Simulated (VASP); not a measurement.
# K3AlO2 (R-3m) in VASP: notebook

The runs below take K3AlO2 through single point, with PBE.

Everything below comes from runs of VASP 6.6.1. Logs are shortened: lines on timing, memory, paths and dates and some standing lists are left out, and cuts for length are marked.

## (1) The cell of the first run

It takes space group R-3m (No. 166, trigonal). The conventional cell has a = 6.591 Å, b = 6.591 Å, c = 10.998 Å, α = 90.00°, β = 90.00°, γ = 120.00°. K (site symmetry 2/m) has 2 O at 2.25 Å within 3.0 Å. Within 3.3 Å of Al (site symmetry -3m) lie 2 O at 2.47 Å and 6 K at 3.30 Å. O (site symmetry 3m) has 3 K at 2.25 Å and 1 Al at 2.47 Å within 3.0 Å.

## (2) Single point, PBE

INCAR

```
PREC     = Accurate       # precision mode
ENCUT    = 520            # plane-wave cutoff, eV
EDIFF    = 1E-6           # SCF threshold, eV
ISMEAR   = 0              # smearing method
SIGMA    = 0.1            # smearing width, eV
LREAL    = False          # projectors in reciprocal space
LASPH    = True           # aspherical terms in the spheres
NELM     = 60             # most SCF steps
ALGO     = Normal         # electronic algorithm
ISIF     = 2              # what is computed and relaxed
LWAVE    = False          # write WAVECAR
LCHARG   = True           # write CHGCAR
GGA      = PE             # functional
LELF     = True           # ELF
LVHAR    = True         
NBANDS   = 30             # bands
```

KPOINTS

```
Automatic mesh
0
Gamma
  3 3 3
```

POSCAR

```
K3AlO2
1.0
    3.2952719300      1.9025261400      3.6659058000
   -3.2952719300      1.9025261400      3.6659058000
    0.0000000000     -3.8050522700      3.6659058000
K Al O
3 1 2
Direct
    0.0000000000      0.0000000000      0.5000000000
    0.5000000000      0.0000000000      0.0000000000
    0.0000000000      0.5000000000      0.0000000000
    0.5000000000      0.5000000000      0.5000000000
    0.2756678600      0.2756678600      0.2756678600
    0.7243321400      0.7243321400      0.7243321400
```

Potentials or basis: VASP PAW PBE potentials, release 64 (K_sv, Al, O).

Launch:

```
$ cat potpaw_PBE.64/K_sv/POTCAR potpaw_PBE.64/Al/POTCAR potpaw_PBE.64/O/POTCAR > POTCAR
$ mpirun -np 1 vasp_std > vasp.out
```

OUTCAR:

```text
PREC = Accurate
   ENCUT = 520
   EDIFF = 1E-6
   ISMEAR = 0
   LREAL = False
   LASPH = True
   NELM = 60
   ISIF = 2
   GGA = PE

 ion  position               nearest neighbor table
   1  0.000  0.000  0.500-   5 2.25   6 2.25   4 3.30   4 3.30   3 3.30   2 3.30   2 3.30   3 3.30

   2  0.500  0.000  0.000-   5 2.25   6 2.25   3 3.30   3 3.30   1 3.30   4 3.30   1 3.30   4 3.30

   3  0.000  0.500  0.000-   5 2.25   6 2.25   2 3.30   2 3.30   1 3.30   1 3.30   4 3.30   4 3.30

   4  0.500  0.500  0.500-   5 2.47   6 2.47   1 3.30   1 3.30   2 3.30   2 3.30   3 3.30   3 3.30

   5  0.276  0.276  0.276-   2 2.25   3 2.25   1 2.25   4 2.47
   6  0.724  0.724  0.724-   2 2.25   3 2.25   1 2.25   4 2.47

  LATTYP: Found a trigonal (rhomboedric) cell.
 ALAT       =     5.2836813057
 COS(alpha) =     0.2220722129

  Lattice vectors:

 A1 = (   3.2952719300,   1.9025261400,   3.6659058000)
 A2 = (  -3.2952719300,   1.9025261400,   3.6659058000)
 A3 = (   0.0000000000,  -3.8050522700,   3.6659058000)

Analysis of symmetry for initial positions (statically):
=====================================================================
 Subroutine PRICEL returns:
 Original cell was already a primitive cell.

 Routine SETGRP: Setting up the symmetry group for a
 trigonal (rhombohedral) supercell.

 Subroutine GETGRP returns: Found 12 space group operations
 (whereof 12 operations were pure point group operations)
 out of a pool of 12 trial point group operations.

The static configuration has the point symmetry D_3d.

Analysis of symmetry for dynamics (positions and initial velocities):
=====================================================================
 Subroutine PRICEL returns:
 Original cell was already a primitive cell.

 Routine SETGRP: Setting up the symmetry group for a
 trigonal (rhombohedral) supercell.

 Subroutine GETGRP returns: Found 12 space group operations
 (whereof 12 operations were pure point group operations)
 out of a pool of 12 trial point group operations.

The dynamic configuration has the point symmetry D_3d.

 Subroutine INISYM returns: Found 12 space group operations
 (whereof 12 operations are pure point group operations),
 and found     1 'primitive' translations

----------------------------------------------------------------------------------------

                                     Primitive cell

  volume of cell :     137.8969

  direct lattice vectors                    reciprocal lattice vectors
     3.295271930  1.902526140  3.665905800     0.151732546  0.087602826  0.090927959
    -3.295271930  1.902526140  3.665905800    -0.151732546  0.087602826  0.090927959
     0.000000000 -3.805052270  3.665905800     0.000000000 -0.175205653  0.090927959

  length of vectors
     5.283681306  5.283681306  5.283681303     0.197395325  0.197395325  0.197395325

  position of ions in fractional coordinates (direct lattice)
     0.000000000  0.000000000  0.500000000
     0.500000000  1.000000000  0.000000000
     1.000000000  0.500000000  0.000000000
     0.500000000  0.500000000  0.500000000
     0.275667860  0.275667860  0.275667860
     0.724332140  0.724332140  0.724332140

  ion indices of the primitive-cell ions
   primitive index   ion index
                 1           1
                 2           2
                 3           3
                 4           4
                 5           5
                 6           6

----------------------------------------------------------------------------------------

 KPOINTS: Automatic mesh

Automatic generation of k-mesh.
 Grid dimensions read from file:
 generate k-points for:    3    3    3

 Generating k-lattice:

  Cartesian coordinates                     Fractional coordinates (reciprocal lattice)
     0.050577515  0.029200942  0.030309320     0.333333333  0.000000000  0.000000000
    -0.050577515  0.029200942  0.030309320     0.000000000  0.333333333  0.000000000
     0.000000000 -0.058401884  0.030309320     0.000000000  0.000000000  0.333333333

  Length of vectors
     0.065798442  0.065798442  0.065798442

  Shift w.r.t. Gamma in fractional coordinates (k-lattice)
     0.000000000  0.000000000  0.000000000

 Subroutine IBZKPT returns following result:
 ===========================================

 Found      6 irreducible k-points:

 Following reciprocal coordinates:
            Coordinates               Weight
  0.000000  0.000000  0.000000      1.000000
  0.333333 -0.000000  0.000000      6.000000
  0.333333  0.333333  0.000000      6.000000
 -0.333333  0.333333  0.000000      6.000000
  0.333333  0.333333  0.333333      2.000000
 -0.333333  0.333333  0.333333      6.000000
   k-points           NKPTS =      6   k-points in BZ     NKDIM =      6   number of bands    NBANDS=     30
   number of dos      NEDOS =    301   number of ions     NIONS =      6
   total plane-waves  NPLWV =  64000
   dimension x,y,z NGX =    40 NGY =   40 NGZ =   40
   dimension x,y,z NGXF=    80 NGYF=   80 NGZF=   80
   ions per type =               3   1   2
   NGX,Y,Z   is equivalent  to a cutoff of  12.59, 12.59, 12.59 a.u.
   NGXF,Y,Z  is equivalent  to a cutoff of  25.17, 25.17, 25.17 a.u.
 SYSTEM =  unknown system
   PREC   = accura    normal or accurate (medium, high low for compatibility)
   ISTART =      0    job   : 0-new  1-cont  2-samecut
   ICHARG =      2    charge: 1-file 2-atom 10-const
   ISPIN  =      1    spin polarized calculation?
   LNONCOLLINEAR =      F non collinear calculations
   LSORBIT =      F    spin-orbit coupling
   LASPH  =      T    aspherical Exc in radial PAW
   ENCUT  =  520.0 eV  38.22 Ry    6.18 a.u.   9.82  9.82  9.82*2*pi/ulx,y,z
   NELM   =     60;   NELMIN=  2; NELMDL= -5     # of ELM steps
   EDIFF  = 0.1E-05   stopping-criterion for ELM
   LREAL  =      F    real-space projection
   EDIFFG = 0.1E-04   stopping-criterion for IOM
   NSW    =      0    number of steps for IOM
   IBRION =     -1    ionic relax: 0-MD 1-quasi-New 2-CG
   NFREE  =      0    steps in history (QN), initial steepest desc. (CG)
   ISIF   =      2    stress and relaxation
   ISYM   =      2    0-nonsym 1-usesym 2-fastsym
   POTIM  = 0.5000    time-step for ionic-motion
   TEBEG  =    0.0;   TEEND  =   0.0 temperature during run
   PSTRESS=    0.0 pullay stress
   NELECT =      42.0000    total number of electrons
   NUPDOWN=      -1.0000    fix difference up-down
   EMIN   =  10.00;   EMAX   =-10.00  energy-range for DOS
   EFERMI =   0.00;   METHOD = LEGACY
   ISMEAR =     0;   SIGMA  =   0.10  broadening in eV -4-tet -1-fermi 0-gaus
   EFERMI_NEDOS =   21; number of points for ismear=-14 and -15
   IALGO  =     38    algorithm
   IMIX   =      4    mixing-type and parameters
     AMIX     =   0.40;   BMIX     =  1.00
     AMIX_MAG =   1.60;   BMIX_MAG =  1.00
  volume/ion in A,a.u.               =      22.98       155.10
  Fermi-wavevector in a.u.,A,eV,Ry     =   1.101471  2.081479 16.507114  1.213239
  Thomas-Fermi vector in A             =   2.237899
   LORBIT       =      0    0 simple, 1 ext, 2 COOP (PROOUT), +10 PAW based schemes
   GGA     = PE    functional components
   LHFCALC =     F    Hartree Fock is set to
   AEXX    =    0.0000 exact exchange contribution
   IVDW    =     0    specifies the selected vdW correction
   LEPSILON=     F    determine dielectric tensor
   LRPA    =     F    only Hartree local field effects (RPA)
 non-spin polarized calculation
 Gauss-broadening in eV      SIGMA  =   0.10
  energy-cutoff  :      520.00
  volume of cell :      137.90
 maximum number of plane-waves:      3728
   NGX = 19   NGY = 19   NGZ = 19

 number of electron      42.0000010 magnetization

 Free energy of the ion-electron system (eV)
  ---------------------------------------------------
  ext. energy  EPLUGINS =         0.00000000
  ---------------------------------------------------
  free energy    TOTEN  =       -17.97523238 eV

  energy without entropy =      -17.97523238  energy(sigma->0) =      -17.97523238

 E-fermi :   1.7131     XC(G=0):  -8.1242

 val. band max:        1.2751751676   @ k =   0.3333   0.3333   0.3333
 cond. band min:       2.2995295093   @ k =   0.3333  -0.0000   0.0000
 fundamental gap:      1.0243543417
 Fermi energy:         1.7131349926

 k-point     1 :       0.0000    0.0000    0.0000
  band No.  band energies     occupation
      1     -28.3808      2.00000
      2     -28.1827      2.00000
      3     -28.1827      2.00000
      4     -15.5048      2.00000
      5     -14.2859      2.00000
      6     -12.2855      2.00000
[... 22 lines left out ...]
     29       6.8500      0.00000
     30       7.1721      0.00000

 k-point     2 :       0.3333   -0.0000    0.0000
  band No.  band energies     occupation
      1     -28.3395      2.00000
      2     -28.2255      2.00000
      3     -28.1826      2.00000
      4     -15.3003      2.00000
      5     -14.5982      2.00000
      6     -12.2863      2.00000
[... 22 lines left out ...]
     29       7.1202      0.00000
     30       7.9816      0.00000

 k-point     3 :       0.3333    0.3333    0.0000
  band No.  band energies     occupation
      1     -28.3344      2.00000
      2     -28.2237      2.00000
      3     -28.1888      2.00000
      4     -15.3097      2.00000
      5     -14.6029      2.00000
      6     -12.2729      2.00000
[... 22 lines left out ...]
     29       7.7241      0.00000
     30       7.7326      0.00000

 k-point     4 :      -0.3333    0.3333    0.0000
  band No.  band energies     occupation
      1     -28.2848      2.00000
      2     -28.2764      2.00000
      3     -28.1867      2.00000
      4     -14.9852      2.00000
      5     -14.9762      2.00000
      6     -12.2253      2.00000
[... 22 lines left out ...]
     29       7.6538      0.00000
     30       8.0277      0.00000

 k-point     5 :       0.3333    0.3333    0.3333
  band No.  band energies     occupation
      1     -28.3673      2.00000
      2     -28.1884      2.00000
      3     -28.1884      2.00000
      4     -15.5458      2.00000
      5     -14.2485      2.00000
      6     -12.4109      2.00000
[... 22 lines left out ...]
     29       6.9092      0.00000
     30       7.3786      0.00000

 k-point     6 :      -0.3333    0.3333    0.3333
  band No.  band energies     occupation
      1     -28.3268      2.00000
      2     -28.2308      2.00000
      3     -28.1885      2.00000
      4     -15.3245      2.00000
      5     -14.5939      2.00000
      6     -12.3651      2.00000
[... 22 lines left out ...]
     29       7.6913      0.00000
     30       7.9518      0.00000

------------------------ aborting loop because EDIFF is reached ----------------------------------------

  FORCE on cell =-STRESS in cart. coord.  units (eV):
  Direction    XX          YY          ZZ          XY          YZ          ZX
  --------------------------------------------------------------------------------------
  -------------------------------------------------------------------------------------
  Total       13.9322250     13.9322250     -3.9379416      0.0000000     -0.0000000      0.0000000
  in kB      161.8738218    161.8738219    -45.7536151      0.0000000     -0.0000000      0.0000000
  external PRESSURE =      92.6646762 kB  Pullay stress =       0.0000000 kB

 VOLUME and BASIS-vectors are now :
 -----------------------------------------------------------------------------
  energy-cutoff  :      520.00
  volume of cell :      137.90
      direct lattice vectors                 reciprocal lattice vectors
     3.295271930  1.902526140  3.665905800     0.151732546  0.087602826  0.090927959
    -3.295271930  1.902526140  3.665905800    -0.151732546  0.087602826  0.090927959
     0.000000000 -3.805052270  3.665905800     0.000000000 -0.175205653  0.090927959

 POSITION                                       TOTAL-FORCE (eV/Angst)
 -----------------------------------------------------------------------------------
      0.00000     -1.90253      1.83295         0.000000      0.000000     -0.000000
      1.64764      0.95126      1.83295        -0.000000     -0.000000     -0.000000
     -1.64764      0.95126      1.83295         0.000000      0.000000     -0.000000
      0.00000      0.00000      5.49886         0.000000      0.000000     -0.000000
      0.00000      0.00000      3.03172         0.000000      0.000000      4.293615
      0.00000      0.00000      7.96600         0.000000     -0.000000     -4.293615
 -----------------------------------------------------------------------------------
    total drift:                               -0.000000      0.000000     -0.000000

  FREE ENERGIE OF THE ION-ELECTRON SYSTEM (eV)
  ---------------------------------------------------
  free  energy   TOTEN  =       -17.9752323755 eV

  energy  without entropy=      -17.9752323755  energy(sigma->0) =      -17.97523238
```

It took 30 s on 1 thread of Intel Xeon Platinum 8375C at 2.90GHz (Ice Lake), shared host; peak memory 0.24 GiB.

Results:

- Free energy: -17.9752 eV
- Pressure: 9.3 GPa
- Largest force: 4.294 eV/Å
- Band gap on the k mesh: 1.02 eV, indirect (least direct gap 1.06 eV)

Forces in eV/Å, atoms in the order of the input:
```
K    0.000  0.000  0.000
K    0.000  0.000  0.000
K    0.000  0.000  0.000
Al   0.000  0.000  0.000
O    0.000  0.000  4.294
O    0.000  0.000 -4.294
```

Stress tensor (GPa, compression positive):
```
16.19  0.00  0.00
 0.00 16.19  0.00
 0.00  0.00 -4.58
```

Levels at points of the mesh, in eV from the valence-band top:
| k point | band 19 | band 20 | band 21 | band 22 | band 23 | band 24 |
| --- | --- | --- | --- | --- | --- | --- |
| (0.00, 0.00, 0.00) | -1.01 | -0.23 | -0.23 | 1.70 | 1.98 | 1.98 |

Caveat: forces of over 1 eV/Å act on the atoms, so gaps and moduli don't describe the material at rest. A k mesh can miss the band edges.

## (3) Single point, PBE

This run uses another cell than the first one, of 29.54 Å³/atom, 1.286 times its volume.

INCAR

```
ALGO = Normal
EDIFF = 1E-6
ENCUT = 520
GGA = PE
ISIF = 2
ISMEAR = 0
LASPH = True
LCHARG = True
LELF = True
LREAL = False
LVHAR = True
LWAVE = False
NBANDS = 30
NELM = 100
PREC = Accurate
SIGMA = 0.1
```

KPOINTS

```
k-points
0
Gamma
  3 3 3
```

POSCAR

```
K3AlO2
1.0
    4.0772242150      2.3539864995      3.0782747828
   -4.0772242150      2.3539864995      3.0782747828
    0.0000000000     -4.7079729948      3.0782747860
K Al O
3 1 2
Direct
    0.0000000000      0.0000000000      0.5000000000
    0.5000000000      0.0000000000      0.0000000000
    0.0000000000      0.5000000000      0.0000000000
    0.5000000000      0.5000000000      0.5000000000
    0.3153238117      0.3153238117      0.3153238117
    0.6846761883      0.6846761883      0.6846761883
```

Potentials or basis: VASP PAW PBE potentials, release 64 (K_sv, Al, O).

Launch:

```
$ cat potpaw_PBE.64/K_sv/POTCAR potpaw_PBE.64/Al/POTCAR potpaw_PBE.64/O/POTCAR > POTCAR
$ mpirun -np 1 vasp_std > vasp.out
```

Wall time 32 s (1 thread of Intel Xeon Platinum 8375C at 2.90GHz (Ice Lake), shared host); peak memory 0.26 GiB.

The run converged. Its results:

```yaml
Free_energy: -23.7626 eV
Pressure: 0.1 GPa
Largest_force: 0.093 eV/Å
Band_gap_on_the_k_mesh: 0.54 eV, indirect (least direct gap 0.90 eV)
```

Forces on the atoms (eV/Å):
```
K    0.000  0.000  0.000
K    0.000  0.000  0.000
K    0.000  0.000  0.000
Al   0.000  0.000  0.000
O    0.000  0.000 -0.093
O    0.000  0.000  0.093
```

Levels at points of the mesh, in eV from the valence-band top:
| k point | band 18 | band 19 | band 20 | band 21 | band 22 | band 23 | band 24 | band 25 |
| --- | --- | --- | --- | --- | --- | --- | --- | --- |
| (0.00, 0.00, 0.00) | -3.33 | -3.29 | -3.29 | -1.86 | 1.19 | 1.93 | 1.93 | 2.66 |
